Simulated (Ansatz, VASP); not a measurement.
## Two plane-wave programs on Rh

```
Rh
1.0
     2.72486    0.00000    0.00000
    -1.36243    2.35980    0.00000
     0.00000    0.00000    4.17460
Rh
2
Direct
  0.66667 0.33333 0.75000
  0.33333 0.66667 0.25000
```

Alike in both runs: task single point; functional PBE; k mesh 18 × 18 × 10; occupations gaussian, width 0.15 eV; no spin polarisation.

```csv
,VASP,Ansatz
version,VASP 6.6.1,Ansatz 0.2.0
potentials or method,"VASP PAW PBE potentials, release 64 (Rh_pv), cutoff 520 eV","scalar-relativistic, plane waves, PAW"
valence electrons in the cell,30,34
```

Ansatz gave:

* gap on the k mesh at the Fermi level (eV): none
* pressure (GPa): 15.5
* traceless stress, the component that is largest in VASP (GPa): 10.87

Question: Which values does VASP return?

Answer: gap on the k mesh at the Fermi level (eV): none; pressure (GPa): 15.6; traceless stress, the component that is largest in VASP (GPa): 10.87.

A gap of «none» marks a metal or a gap that the smearing closes. VASP's potentials hold 30 valence electrons a cell and Ansatz's 34, so a difference there can come from the potentials and not from the codes.
